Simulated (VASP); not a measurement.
# TmCdBr (P4/nmm) in VASP: a series of runs

TmCdBr is run at these levels: PBE; tasks: relaxation of cell and atoms, single point.

All numbers are computed with VASP 6.6.1; they aren't measurements. Logs are shortened: lines on timing, memory, paths and dates and some standing lists are left out, and cuts for length are marked.

## (1) The cell of the first run

It takes space group P4/nmm (No. 129, tetragonal). Conventional cell: a = 4.841 Å, b = 4.841 Å, c = 7.377 Å, α = 90.00°, β = 90.00°, γ = 90.00°. Tm (site symmetry -4m2) has 4 Cd at 3.20 Å and 4 Br at 3.22 Å and 4 Tm at 3.42 Å within 4.2 Å. Cd (site symmetry 4mm) has 6 Br at 3.16 to 4.22 Å and 4 Tm at 3.20 Å within 4.3 Å. Within 4.3 Å of Br (site symmetry 4mm) lie 6 Cd at 3.16 to 4.22 Å and 4 Tm at 3.22 Å.

The cell was built from a structure type or drawn by symmetry, and may not be a known phase.

## (2) Relaxation of cell and atoms, PBE

File INCAR:

```
SYSTEM = TmCdBr
PREC     = Accurate       ! precision mode
ENCUT    = 500            ! plane-wave cutoff, eV
EDIFF    = 1E-7           ! SCF threshold, eV
ISMEAR   = 0              ! smearing method
SIGMA    = 0.1            ! smearing width, eV
LREAL    = .False.        ! projectors in reciprocal space
LASPH    = .True.         ! aspherical terms in the spheres
NELM     = 200            ! most SCF steps
ALGO     = Normal         ! electronic algorithm
ISIF     = 3              ! what is computed and relaxed
LWAVE    = .False.        ! write WAVECAR
LCHARG   = .False.        ! write CHGCAR
GGA      = PE             ! functional
IBRION   = 2              ! ionic algorithm
NSW      = 90             ! ionic steps
EDIFFG   = -0.04          ! ionic threshold
GGA_COMPAT= .False.      
NELMIN   = 4            
LMAXMIX  = 6              ! l up to which the mixer works
```

File KPOINTS:

```
regular mesh
0
Gamma
  4 4 4
  0 0 0
```

File POSCAR:

```
TmCdBr
1.0
    4.8405501044      0.0000000000      0.0000000000
    0.0000000000      4.8405501044      0.0000000000
    0.0000000000      0.0000000000      7.3770563755
Tm Cd Br
2 2 2
Direct
    0.5000000000      0.5000000000      0.0000000000
    0.0000000000      0.0000000000      0.0000000000
    0.0000000000      0.5000000000      0.2837726953
    0.5000000000      0.0000000000      0.7162273047
    0.0000000000      0.5000000000      0.7118024697
    0.5000000000      0.0000000000      0.2881975303
```

Potentials or basis: VASP PAW PBE potentials, release 64 (Tm_3, Cd, Br), 4f in core.

Command:

```console
$ cat potpaw_PBE.64/Tm_3/POTCAR potpaw_PBE.64/Cd/POTCAR potpaw_PBE.64/Br/POTCAR > POTCAR
$ mpirun -np 1 vasp_std > vasp.out
```

OUTCAR:

```text
SYSTEM = TmCdBr
   PREC = Accurate
   ENCUT = 500
   EDIFF = 1E-7
   ISMEAR = 0
   LREAL = .False.
   LASPH = .True.
   NELM = 200
   ISIF = 3
   GGA = PE
   IBRION = 2
   NSW = 90
   EDIFFG = -0.04
   NELMIN = 4

 ion  position               nearest neighbor table
   1  0.500  0.500  0.000-   3 3.20   4 3.20   4 3.20   3 3.20   5 3.22   6 3.22   6 3.22   5 3.22
                             2 3.42   2 3.42   2 3.42   2 3.42
   2  0.000  0.000  0.000-   3 3.20   4 3.20   3 3.20   4 3.20   5 3.22   5 3.22   6 3.22   6 3.22
                             1 3.42   1 3.42   1 3.42   1 3.42
   3  0.000  0.500  0.284-   5 3.16   2 3.20   1 3.20   2 3.20   1 3.20
   4  0.500  0.000  0.716-   6 3.16   2 3.20   1 3.20   1 3.20   2 3.20
   5  0.000  0.500  0.712-   3 3.16   2 3.22   1 3.22   2 3.22   1 3.22
   6  0.500  0.000  0.288-   4 3.16   2 3.22   1 3.22   1 3.22   2 3.22

  LATTYP: Found a simple tetragonal cell.
 ALAT       =     4.8405501044
 C/A-ratio  =     1.5240119855

  Lattice vectors:

 A1 = (   4.8405501044,   0.0000000000,   0.0000000000)
 A2 = (   0.0000000000,   4.8405501044,   0.0000000000)
 A3 = (   0.0000000000,   0.0000000000,   7.3770563755)

Analysis of symmetry for initial positions (statically):
=====================================================================
 Subroutine PRICEL returns:
 Original cell was already a primitive cell.

 Routine SETGRP: Setting up the symmetry group for a
 simple tetragonal supercell.

 Subroutine GETGRP returns: Found 16 space group operations
 (whereof  8 operations were pure point group operations)
 out of a pool of 16 trial point group operations.

The static configuration has the point symmetry D_2d.
 The point group associated with its full space group is D_4h.

Analysis of symmetry for dynamics (positions and initial velocities):
=====================================================================
 Subroutine PRICEL returns:
 Original cell was already a primitive cell.

 Routine SETGRP: Setting up the symmetry group for a
 simple tetragonal supercell.

 Subroutine GETGRP returns: Found 16 space group operations
 (whereof  8 operations were pure point group operations)
 out of a pool of 16 trial point group operations.

The dynamic configuration has the point symmetry D_2d.
 The point group associated with its full space group is D_4h.

 Subroutine INISYM returns: Found 16 space group operations
 (whereof  8 operations are pure point group operations),
 and found     1 'primitive' translations

----------------------------------------------------------------------------------------

                                     Primitive cell

  volume of cell :     172.8513

  direct lattice vectors                    reciprocal lattice vectors
     4.840550104  0.000000000  0.000000000     0.206588090  0.000000000  0.000000000
     0.000000000  4.840550104  0.000000000     0.000000000  0.206588090  0.000000000
     0.000000000  0.000000000  7.377056375     0.000000000  0.000000000  0.135555423

  length of vectors
     4.840550104  4.840550104  7.377056375     0.206588090  0.206588090  0.135555423

  position of ions in fractional coordinates (direct lattice)
     0.500000000  0.500000000  0.000000000
     0.000000000  0.000000000  0.000000000
     0.000000000  0.500000000  0.283772695
     0.500000000  0.000000000  0.716227305
     0.000000000  0.500000000  0.711802470
     0.500000000  0.000000000  0.288197530

  ion indices of the primitive-cell ions
   primitive index   ion index
                 1           1
                 2           2
                 3           3
                 4           4
                 5           5
                 6           6

----------------------------------------------------------------------------------------

 KPOINTS: regular mesh

Automatic generation of k-mesh.
 Grid dimensions read from file:
 generate k-points for:    4    4    4

 Generating k-lattice:

  Cartesian coordinates                     Fractional coordinates (reciprocal lattice)
     0.051647022  0.000000000  0.000000000     0.250000000  0.000000000  0.000000000
     0.000000000  0.051647022  0.000000000     0.000000000  0.250000000  0.000000000
     0.000000000  0.000000000  0.033888856     0.000000000  0.000000000  0.250000000

  Length of vectors
     0.051647022  0.051647022  0.033888856

  Shift w.r.t. Gamma in fractional coordinates (k-lattice)
     0.000000000  0.000000000  0.000000000

 Subroutine IBZKPT returns following result:
 ===========================================

 Found     18 irreducible k-points:

 Following reciprocal coordinates:
            Coordinates               Weight
  0.000000  0.000000  0.000000      1.000000
  0.250000  0.000000  0.000000      4.000000
  0.500000  0.000000  0.000000      2.000000
  0.250000  0.250000  0.000000      4.000000
  0.500000  0.250000  0.000000      4.000000
  0.500000  0.500000  0.000000      1.000000
[... 10 lines left out ...]
  0.500000  0.250000  0.500000      4.000000
  0.500000  0.500000  0.500000      1.000000
   k-points           NKPTS =     18   k-points in BZ     NKDIM =     18   number of bands    NBANDS=     33
   number of dos      NEDOS =    301   number of ions     NIONS =      6
   total plane-waves  NPLWV =  69984
   dimension x,y,z NGX =    36 NGY =   36 NGZ =   54
   dimension x,y,z NGXF=    72 NGYF=   72 NGZF=  108
   ions per type =               2   2   2
   NGX,Y,Z   is equivalent  to a cutoff of  12.36, 12.36, 12.17 a.u.
   NGXF,Y,Z  is equivalent  to a cutoff of  24.73, 24.73, 24.34 a.u.
 SYSTEM =  TmCdBr
   PREC   = accura    normal or accurate (medium, high low for compatibility)
   ISTART =      0    job   : 0-new  1-cont  2-samecut
   ICHARG =      2    charge: 1-file 2-atom 10-const
   ISPIN  =      1    spin polarized calculation?
   LNONCOLLINEAR =      F non collinear calculations
   LSORBIT =      F    spin-orbit coupling
   LASPH  =      T    aspherical Exc in radial PAW
   ENCUT  =  500.0 eV  36.75 Ry    6.06 a.u.   8.83  8.83 13.45*2*pi/ulx,y,z
   NELM   =    200;   NELMIN=  4; NELMDL= -5     # of ELM steps
   EDIFF  = 0.1E-06   stopping-criterion for ELM
   LREAL  =      F    real-space projection
   EDIFFG = -.4E-01   stopping-criterion for IOM
   NSW    =     90    number of steps for IOM
   IBRION =      2    ionic relax: 0-MD 1-quasi-New 2-CG
   NFREE  =      1    steps in history (QN), initial steepest desc. (CG)
   ISIF   =      3    stress and relaxation
   ISYM   =      2    0-nonsym 1-usesym 2-fastsym
   POTIM  = 0.5000    time-step for ionic-motion
   TEBEG  =    0.0;   TEEND  =   0.0 temperature during run
   PSTRESS=    0.0 pullay stress
   NELECT =      56.0000    total number of electrons
   NUPDOWN=      -1.0000    fix difference up-down
   EMIN   =  10.00;   EMAX   =-10.00  energy-range for DOS
   EFERMI =   0.00;   METHOD = LEGACY
   ISMEAR =     0;   SIGMA  =   0.10  broadening in eV -4-tet -1-fermi 0-gaus
   EFERMI_NEDOS =   21; number of points for ismear=-14 and -15
   IALGO  =     38    algorithm
   IMIX   =      4    mixing-type and parameters
     AMIX     =   0.40;   BMIX     =  1.00
     AMIX_MAG =   1.60;   BMIX_MAG =  1.00
  volume/ion in A,a.u.               =      28.81       194.41
  Fermi-wavevector in a.u.,A,eV,Ry     =   1.124381  2.124771 17.200916  1.264232
  Thomas-Fermi vector in A             =   2.261052
   LORBIT       =      0    0 simple, 1 ext, 2 COOP (PROOUT), +10 PAW based schemes
   GGA     = PE    functional components
   LHFCALC =     F    Hartree Fock is set to
   AEXX    =    0.0000 exact exchange contribution
   IVDW    =     0    specifies the selected vdW correction
   LEPSILON=     F    determine dielectric tensor
   LRPA    =     F    only Hartree local field effects (RPA)
 conjugate gradient relaxation of ions
 non-spin polarized calculation
 Gauss-broadening in eV      SIGMA  =   0.10
  energy-cutoff  :      500.00
  volume of cell :      172.85
 maximum number of plane-waves:      4416
 NGX is ok and might be reduce to    36
   NGX = 17   NGY = 17   NGZ = 27

--------------------------------------- Ionic step        1  -------------------------------------------

 number of electron      55.9999992 magnetization

 Free energy of the ion-electron system (eV)
  ---------------------------------------------------
  ext. energy  EPLUGINS =         0.00000000
  ---------------------------------------------------
  free energy    TOTEN  =       -15.97498308 eV

  energy without entropy =      -15.96437250  energy(sigma->0) =      -15.96967779

------------------------ aborting loop because EDIFF is reached ----------------------------------------

  FORCE on cell =-STRESS in cart. coord.  units (eV):
  Direction    XX          YY          ZZ          XY          YZ          ZX
  --------------------------------------------------------------------------------------
  -------------------------------------------------------------------------------------
  Total        0.5808024      0.5808024     -0.1554114      0.0000000     -0.0000000      0.0000000
  in kB        5.3835214      5.3835214     -1.4405253      0.0000000     -0.0000000      0.0000000
  external PRESSURE =       3.1088392 kB  Pullay stress =       0.0000000 kB
[... 145 lines left out ...]
  energy  without entropy=      -15.9707630735  energy(sigma->0) =      -15.97633306

--------------------------------------- Ionic step        5  -------------------------------------------

 number of electron      55.9999992 magnetization

 Free energy of the ion-electron system (eV)
  ---------------------------------------------------
  ext. energy  EPLUGINS =         0.00000000
  ---------------------------------------------------
  free energy    TOTEN  =       -15.98312476 eV

  energy without entropy =      -15.97210183  energy(sigma->0) =      -15.97761329

 E-fermi :   3.0208     XC(G=0):  -9.3025

 val. band max:        2.9440434192   @ k =   0.2500   0.0000   0.0000
 cond. band min:       3.0464951253   @ k =   0.0000   0.0000   0.0000
 fundamental gap:      0.1024517060
 Fermi energy:         3.0207614940

 k-point     1 :       0.0000    0.0000    0.0000
  band No.  band energies     occupation
      1     -23.2902      2.00000
      2     -23.2127      2.00000
      3     -23.1507      2.00000
      4     -23.1507      2.00000
      5     -22.8683      2.00000
      6     -22.8683      2.00000
[... 670 lines left out ...]
  FREE ENERGIE OF THE ION-ELECTRON SYSTEM (eV)
  ---------------------------------------------------
  free  energy   TOTEN  =       -15.9831247552 eV

  energy  without entropy=      -15.9721018347  energy(sigma->0) =      -15.97761329

 reached required accuracy - stopping structural energy minimisation
```

It took 5.3 min on 1 thread of Intel Xeon Platinum 8259CL at 2.50GHz (Skylake/Cascade Lake), shared host; peak memory 0.32 GiB.

Results:

| Quantity | Value |
| --- | --- |
| Free energy | -15.9831 eV |
| Relaxed volume | 29.05 Å³/atom |
| Relaxed cell | a = 4.897 Å, b = 4.897 Å, c = 7.268 Å, α = 90.00°, β = 90.00°, γ = 90.00° |
| Space group after relaxing (to 0.1 Å) | P4/nmm (No. 129) |
| Energy gained by relaxing | 1.4 meV/atom |
| Ionic steps | 5 |
| Pressure after relaxing | 0.0 GPa |
| Band gap on the k mesh | zero (bands 28 and 29 overlap by 0.33 eV) |

Forces in eV/Å, atoms in the order of the input:
```
Tm   0.000  0.000  0.000
Tm   0.000  0.000  0.000
Cd   0.000  0.000  0.003
Cd   0.000  0.000 -0.003
Br   0.000  0.000 -0.003
Br   0.000  0.000  0.003
```

The path:
| step | energy change (eV) | largest force (eV/Å) | pressure (GPa) | volume (Å³) |
| --- | --- | --- | --- | --- |
| 1 | 0.0000 | 0.0389 | 0.31 | 172.85 |
| 2 | -0.0041 | 0.0281 | 0.02 | 174.25 |
| 3 | -0.0050 | 0.0320 | -0.20 | 175.35 |
| 4 | -0.0069 | 0.0171 | -0.13 | 174.92 |
| 5 | -0.0081 | 0.0030 | -0.02 | 174.28 |

Final structure:
```
Tm Cd Br
1.0
     4.89681    0.00000    0.00000
     0.00000    4.89681    0.00000
     0.00000    0.00000    7.26804
Tm Cd Br
2 2 2
Direct
  0.50000 0.50000 0.00000
  0.00000 0.00000 0.00000
  0.00000 0.50000 0.28439
  0.50000 0.00000 0.71561
  0.00000 0.50000 0.71286
  0.50000 0.00000 0.28714
```

Caveat: spin-orbit coupling is left out, which moves the levels of the heavy elements; the 4f electrons are frozen in the core, so they carry no moment and show no levels; the run has no spin polarisation, though such a crystal can be magnetic. Spin polarisation is off, so any magnetic state and its effect on volume and gap are missing.

## (3) Single point, PBE

This run uses another cell than the first one, of 29.11 Å³/atom.

File INCAR:

```
SYSTEM = TmCdBr
PREC = Accurate ; ENCUT = 500
EDIFF = 1E-6 ; ISMEAR = 0
SIGMA = 0.1 ; LREAL = .False.
LASPH = .True. ; NELM = 200
ALGO = Normal ; ISIF = 2
LWAVE = .False. ; LCHARG = .False.
GGA = PE ; NBANDS = 37
GGA_COMPAT = .False. ; LMAXMIX = 6
```

File KPOINTS:

```
Automatic mesh
0
Gamma
  8 8 6
  0 0 0
```

File POSCAR:

```
TmCdBr
1.0
    4.9649406408      0.0000000000      0.0000000000
    0.0000000000      4.9649406408      0.0000000000
    0.0000000000      0.0000000000      7.0844397137
Tm Cd Br
2 2 2
Direct
    0.5000000000      0.5000000000      0.0000000000
    0.0000000000      0.0000000000      0.0000000000
    0.0000000000      0.5000000000      0.2772136062
    0.5000000000      0.0000000000      0.7227863938
    0.0000000000      0.5000000000      0.7039075139
    0.5000000000      0.0000000000      0.2960924861
```

Potentials or basis: VASP PAW PBE potentials, release 64 (Tm_3, Cd, Br), 4f in core.

Command:

```console
$ cat potpaw_PBE.64/Tm_3/POTCAR potpaw_PBE.64/Cd/POTCAR potpaw_PBE.64/Br/POTCAR > POTCAR
$ mpirun -np 1 vasp_std > vasp.out
```

Wall time 4.9 min (1 thread of Intel Xeon Platinum 8259CL at 2.50GHz (Skylake/Cascade Lake), shared host); peak memory 0.48 GiB.

It converged, with:

| Quantity | Value |
| --- | --- |
| Free energy | -15.9399 eV |
| Pressure | 0.3 GPa |
| Largest force | 0.047 eV/Å |
| Band gap on the k mesh | zero (bands 28 and 29 overlap by 0.42 eV) |

Forces on the atoms (eV/Å):
```
Tm   0.000  0.000  0.000
Tm   0.000  0.000  0.000
Cd   0.000  0.000  0.047
Cd   0.000  0.000 -0.047
Br   0.000  0.000  0.020
Br   0.000  0.000 -0.020
```

Levels at points of the mesh, in eV from the Fermi level:
```csv
k point,band 24,band 25,band 26,band 27,band 28,band 29,band 30,band 31,band 32,band 33
"(0.00, 0.00, 0.00)",-4.73,-4.71,-3.85,-0.32,0.10,0.88,1.00,1.00,1.71,1.86
"(0.50, 0.00, 0.00)",-4.53,-2.52,-2.52,-0.22,-0.22,0.19,0.19,1.25,1.25,1.73
"(0.50, 0.50, 0.00)",-4.78,-3.54,-3.54,-0.64,-0.64,1.67,1.67,1.69,1.69,1.74
"(0.00, 0.00, 0.50)",-4.55,-3.08,-2.75,-1.06,-0.47,-0.32,1.16,1.31,1.31,1.84
"(0.50, 0.00, 0.50)",-4.54,-2.18,-2.18,-0.83,-0.83,0.18,0.18,0.50,0.50,2.03
"(0.50, 0.50, 0.50)",-5.25,-3.29,-3.29,-0.65,-0.65,1.40,1.40,1.47,1.47,1.56
```

Caveat: spin-orbit coupling is left out, which moves the levels of the heavy elements; the 4f electrons are frozen in the core, so they carry no moment and show no levels; the run has no spin polarisation, though such a crystal can be magnetic. Spin polarisation is off, so any magnetic state and its effect on volume and gap are missing.
